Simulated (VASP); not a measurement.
# BN (P6_3/mmc) in VASP: a series of runs, part 2 of 2

VASP 6.6.1. The steps go on from the part before.

## 3. Relaxation of shape and atoms at fixed volume, PBE+D3(BJ) (7.92 Å³/atom)

This run uses another cell than the first one, of 7.92 Å³/atom.

Contents of INCAR:

```
ALGO = Normal
EDIFF = 1E-6
EDIFFG = -0.01
ENCUT = 600
GGA = PE
IBRION = 2
ISIF = 4
ISMEAR = 0
IVDW = 12
LASPH = T
LCHARG = F
LREAL = F
LWAVE = F
NELM = 60
NSW = 60
PREC = Accurate
SIGMA = 0.05
```

Contents of KPOINTS:

```
k-points
0
Gamma
  12 12 4
```

Contents of POSCAR:

```
BN
1.0
    2.4620668221      0.0000000000      0.0000000000
   -1.2310334110      2.1322124137      0.0000000000
    0.0000000000      0.0000000000      6.0320467463
B N
2 2
Direct
    0.3333333333      0.6666666667      0.2500000000
    0.6666666667      0.3333333333      0.7500000000
    0.3333333333      0.6666666667      0.7500000000
    0.6666666667      0.3333333333      0.2500000000
```

Potentials or basis: VASP PAW PBE potentials, release 64 (B, N).

Launch:

```
cat potpaw_PBE.64/B/POTCAR potpaw_PBE.64/N/POTCAR > POTCAR
mpirun -np 1 vasp_std > vasp.out
```

OUTCAR:

```text
EDIFF = 1E-6
   EDIFFG = -0.01
   ENCUT = 600
   GGA = PE
   IBRION = 2
   ISIF = 4
   ISMEAR = 0
   IVDW = 12
   LASPH = T
   LREAL = F
   NELM = 60
   NSW = 60
   PREC = Accurate
 IVDW          = 12

 ion  position               nearest neighbor table
   1  0.333  0.667  0.250-   4 1.42   4 1.42   4 1.42
   2  0.667  0.333  0.750-   3 1.42   3 1.42   3 1.42
   3  0.333  0.667  0.750-   2 1.42   2 1.42   2 1.42
   4  0.667  0.333  0.250-   1 1.42   1 1.42   1 1.42

  LATTYP: Found a hexagonal cell.
 ALAT       =     2.4620668221
 C/A-ratio  =     2.4499931083

  Lattice vectors:

 A1 = (   2.4620668221,   0.0000000000,   0.0000000000)
 A2 = (  -1.2310334110,   2.1322124137,   0.0000000000)
 A3 = (   0.0000000000,   0.0000000000,   6.0320467463)

Analysis of symmetry for initial positions (statically):
=====================================================================
 Subroutine PRICEL returns:
 Original cell was already a primitive cell.
[... 268 lines left out ...]
  free energy    TOTEN  =       -34.99332801 eV

  energy without entropy =      -34.99332801  energy(sigma->0) =      -34.99332801

 E-fermi :   3.6988     XC(G=0): -10.8994

 val. band max:        3.4772635497   @ k =   0.3333   0.2500   0.0000
 cond. band min:       7.5752030361   @ k =   0.5000   0.0000   0.0000
 fundamental gap:      4.0979394864
 Fermi energy:         3.6988375776

 k-point     1 :       0.0000    0.0000    0.0000
  band No.  band energies     occupation
      1     -14.6950      2.00000
      2     -13.9982      2.00000
      3      -3.5361      2.00000
      4       0.1328      2.00000
      5       2.0405      2.00000
      6       2.0405      2.00000
      7       2.1563      2.00000
      8       2.1563      2.00000
      9       9.6508      0.00000
     10      14.9312      0.00000
     11      14.9312      0.00000
     12      15.1451      0.00000
[... 331 lines left out ...]
 k-point    24 :       0.3333   -0.0000    0.2500
  band No.  band energies     occupation
      1     -12.5694      2.00000
      2     -12.2062      2.00000
      3      -3.5967      2.00000
      4      -3.4243      2.00000
      5      -0.2602      2.00000
      6      -0.2419      2.00000
      7      -0.1160      2.00000
      8       1.8640      2.00000
      9      10.0761      0.00000
     10      11.3141      0.00000
     11      13.0743      0.00000
     12      13.6605      0.00000

 [... further k-points ...]

------------------------ aborting loop because EDIFF is reached ----------------------------------------

 Edisp (eV)   -0.65742

 E8    (eV) :    -0.1949
[... 27 lines left out ...]
  FREE ENERGIE OF THE ION-ELECTRON SYSTEM (eV)
  ---------------------------------------------------
  free  energy   TOTEN  =       -35.6507455611 eV

  energy  without entropy=      -35.6507455611  energy(sigma->0) =      -35.65074556

 reached required accuracy - stopping structural energy minimisation
```

OSZICAR:

```text
N       E                     dE             d eps       ncg     rms          rms(c)
DAV:   1     0.753799065268E+02    0.75380E+02   -0.93286E+03  1376   0.141E+03
DAV:   2    -0.340390966469E+02   -0.10942E+03   -0.10042E+03  1996   0.309E+02
DAV:   3    -0.386743616908E+02   -0.46353E+01   -0.46036E+01  1744   0.652E+01
[... 23 lines left out ...]
DAV:   2    -0.349940434547E+02    0.16020E-02   -0.17993E-03  1696   0.396E-01    0.124E-01
DAV:   3    -0.349933353582E+02    0.70810E-03   -0.14505E-03  1680   0.304E-01    0.255E-02
DAV:   4    -0.349933291312E+02    0.62270E-05   -0.55787E-05  1616   0.777E-02    0.806E-03
DAV:   5    -0.349933286744E+02    0.45689E-06   -0.14916E-05  1664   0.335E-02    0.698E-03
DAV:   6    -0.349933280107E+02    0.66365E-06   -0.23805E-06  1276   0.147E-02
   3 F= -.35650746E+02 E0= -.35650746E+02  d E =-.458526E-01
```

It took 70 s on 1 thread of Intel Xeon 8259CL, shared host; peak memory 0.17 GiB.

Results:

```yaml
Free_energy: -35.6507 eV
Energy_gained_by_relaxing: 11.5 meV/atom
Ionic_steps: 3
Pressure_after_relaxing: 6.2 GPa
Band_gap_on_the_k_mesh: 4.10 eV (least direct gap 4.35 eV)
Dispersion_energy_per_atom: -0.164 eV
```

Step by step:
| step | energy change (eV) | largest force (eV/Å) | pressure (GPa) | volume (Å³) |
| --- | --- | --- | --- | --- |
| 1 | 0.0000 | 0.0000 | 16.61 | 31.67 |
| 2 | -0.0449 | 0.0000 | 4.80 | 31.67 |
| 3 | -0.0459 | 0.0000 | 6.24 | 31.67 |

Final structure:
```
CELL_PARAMETERS angstrom
2.49379 0.00000 0.00000
-1.24689 2.15968 0.00000
0.00000 0.00000 5.87957
ATOMIC_POSITIONS crystal
B 0.33333 0.66667 0.25000
B 0.66667 0.33333 0.75000
N 0.33333 0.66667 0.75000
N 0.66667 0.33333 0.25000
```

Levels at points of the mesh, in eV from the valence-band top:
```tsv
k point	band 4	band 5	band 6	band 7	band 8	band 9	band 10	band 11	band 12
(0.00, 0.00, 0.00)	-3.34	-1.44	-1.44	-1.32	-1.32	6.17	11.45	11.45	11.67
(0.50, 0.00, 0.00)	-8.93	-4.31	-4.12	-2.05	-0.25	4.10	6.29	9.75	9.81
(0.00, 0.00, 0.50)	-5.43	-1.38	-1.38	-1.38	-1.38	9.19	9.19	11.60	11.60
(0.50, 0.00, 0.50)	-9.04	-4.22	-4.22	-1.04	-1.04	4.65	4.65	10.04	10.04
```

A k mesh can miss the band edges. A hybrid or GW would open this gap; PBE tends to underestimate it.

## 4. Relaxation of shape and atoms at fixed volume, PBE+D3(BJ) (8.28 Å³/atom)

This run uses another cell than the first one, of 8.28 Å³/atom.

Contents of INCAR:

```
SYSTEM = BN
  PREC = Accurate
  ENCUT = 600
  EDIFF = 1E-6
  ISMEAR = 0
  SIGMA = 0.05
  LREAL = .False.
  LASPH = .True.
  NELM = 60
  ALGO = Normal
  ISIF = 4
  LWAVE = .False.
  LCHARG = .False.
  GGA = PE
  IVDW = 12
  IBRION = 2
  NSW = 60
  EDIFFG = -0.01
```

Contents of KPOINTS:

```
regular mesh
0
Gamma
  12 12 4
  0 0 0
```

Contents of POSCAR:

```
BN
1.0
    2.4679152336      0.0000000000      0.0000000000
   -1.2339576168      2.1372772867      0.0000000000
    0.0000000000      0.0000000000      6.2763773692
B N
2 2
Direct
    0.3333333333      0.6666666667      0.2500000000
    0.6666666667      0.3333333333      0.7500000000
    0.3333333333      0.6666666667      0.7500000000
    0.6666666667      0.3333333333      0.2500000000
```

Launch:

```
cat potpaw_PBE.64/B/POTCAR potpaw_PBE.64/N/POTCAR > POTCAR
mpirun -np 1 vasp_std > vasp.out
```

It took 66 s on 1 thread of Intel Xeon 8259CL, shared host; peak memory 0.18 GiB.

Results (log left out):

```
Free energy                : -35.6956 eV
Energy gained by relaxing  : 11.0 meV/atom
Ionic steps                : 3
Pressure after relaxing    : 3.2 GPa
Band gap on the k mesh     : 4.12 eV (least direct gap 4.43 eV)
Dispersion energy per atom : -0.156 eV
```

The path:
| step | energy change (eV) | largest force (eV/Å) | pressure (GPa) | volume (Å³) |
| --- | --- | --- | --- | --- |
| 1 | 0.0000 | 0.0000 | 13.11 | 33.11 |
| 2 | -0.0432 | 0.0000 | 2.12 | 33.11 |
| 3 | -0.0438 | 0.0000 | 3.21 | 33.11 |

Final structure:
```
B N
1.0
     2.49940    0.00000    0.00000
    -1.24970    2.16454    0.00000
     0.00000    0.00000    6.11925
B N
2 2
Direct
  0.33333 0.66667 0.25000
  0.66667 0.33333 0.75000
  0.33333 0.66667 0.75000
  0.66667 0.33333 0.25000
```

Levels at points of the mesh, in eV from the valence-band top:
| k point | band 5 | band 6 | band 7 | band 8 | band 9 | band 10 | band 11 | band 12 |
| --- | --- | --- | --- | --- | --- | --- | --- | --- |
| (0.00, 0.00, 0.00) | -1.41 | -1.41 | -1.33 | -1.33 | 5.80 | 11.20 | 11.46 | 11.46 |
| (0.50, 0.00, 0.00) | -4.26 | -4.12 | -1.83 | -0.32 | 4.12 | 6.02 | 9.62 | 9.84 |
| (0.00, 0.00, 0.50) | -1.37 | -1.37 | -1.37 | -1.37 | 8.61 | 8.61 | 11.57 | 11.57 |
| (0.50, 0.00, 0.50) | -4.19 | -4.19 | -1.01 | -1.01 | 4.65 | 4.65 | 9.96 | 9.96 |

## 5. Relaxation of shape and atoms at fixed volume, PBE+D3(BJ) (8.64 Å³/atom)

This run uses another cell than the first one, of 8.64 Å³/atom.

Contents of INCAR:

```
ALGO = Normal
EDIFF = 1E-6
EDIFFG = -0.01
ENCUT = 600
GGA = PE
IBRION = 2
ISIF = 4
ISMEAR = 0
IVDW = 12
LASPH = True
LCHARG = False
LREAL = False
LWAVE = False
NELM = 60
NSW = 60
PREC = Accurate
SIGMA = 0.05
```

Contents of KPOINTS:

```
k-points
0
Gamma
  12 12 4
```

Contents of POSCAR:

```
BN
1.0
    2.4725506344      0.0000000000      0.0000000000
   -1.2362753172      2.1412916615      0.0000000000
    0.0000000000      0.0000000000      6.5247299690
B N
2 2
Direct
    0.3333333333      0.6666666667      0.2500000000
    0.6666666667      0.3333333333      0.7500000000
    0.3333333333      0.6666666667      0.7500000000
    0.6666666667      0.3333333333      0.2500000000
```

Launch:

```
cat potpaw_PBE.64/B/POTCAR potpaw_PBE.64/N/POTCAR > POTCAR
mpirun -np 1 vasp_std > vasp.out
```

Wall time 72 s (1 thread of Intel Xeon 8259CL, shared host); peak memory 0.18 GiB.

It converged, with:

```
Free energy                : -35.7175 eV
Energy gained by relaxing  : 10.5 meV/atom
Ionic steps                : 3
Pressure after relaxing    : 1.1 GPa
Band gap on the k mesh     : 4.18 eV (least direct gap 4.55 eV)
Dispersion energy per atom : -0.149 eV
```

The path:
| step | energy change (eV) | largest force (eV/Å) | pressure (GPa) | volume (Å³) |
| --- | --- | --- | --- | --- |
| 1 | 0.0000 | 0.0000 | 10.57 | 34.54 |
| 2 | -0.0415 | 0.0000 | 0.33 | 34.54 |
| 3 | -0.0418 | 0.0000 | 1.08 | 34.54 |

Final structure:
```
CELL_PARAMETERS angstrom
2.50376 0.00000 0.00000
-1.25188 2.16832 0.00000
0.00000 0.00000 6.36308
ATOMIC_POSITIONS crystal
B 0.33333 0.66667 0.25000
B 0.66667 0.33333 0.75000
N 0.33333 0.66667 0.75000
N 0.66667 0.33333 0.25000
```

Levels at points of the mesh, in eV from the valence-band top:
```
           k point  band 4  band 5  band 6  band 7  band 8  band 9  band 10  band 11  band 12
(0.00, 0.00, 0.00)   -3.86   -1.38   -1.38   -1.32   -1.32    5.51    10.77    11.48    11.48
(0.50, 0.00, 0.00)   -8.87   -4.20   -4.10   -1.63   -0.37    4.18     5.81     9.54     9.88
(0.00, 0.00, 0.50)   -5.32   -1.35   -1.35   -1.35   -1.35    8.11     8.11    11.57    11.57
(0.50, 0.00, 0.50)   -8.92   -4.15   -4.15   -0.96   -0.96    4.69     4.69     9.91     9.91
```

## 6. Overview

```tsv
cell	gap on the mesh (eV)	pressure (GPa)
relaxed from a = 2.455, b = 2.455, c = 5.792 Å, angles 90.0, 90.0, 120.0°, 4 atoms	4.07	10.5
relaxed from a = 2.462, b = 2.462, c = 6.032 Å, angles 90.0, 90.0, 120.0°, 4 atoms	4.10	6.2
relaxed from a = 2.468, b = 2.468, c = 6.276 Å, angles 90.0, 90.0, 120.0°, 4 atoms	4.12	3.2
relaxed from a = 2.473, b = 2.473, c = 6.525 Å, angles 90.0, 90.0, 120.0°, 4 atoms	4.18	1.1
```

Alike in all rows: task relaxation of shape and atoms at fixed volume; level PBE+D3(BJ); potentials or basis VASP PAW PBE potentials, release 64 (B, N); no spin polarisation; k mesh 12 × 12 × 4; cutoff (eV) 600; smearing gaussian 0.05 eV.

Total energies depend on the potentials used, so only differences within one code and one set of settings carry meaning.
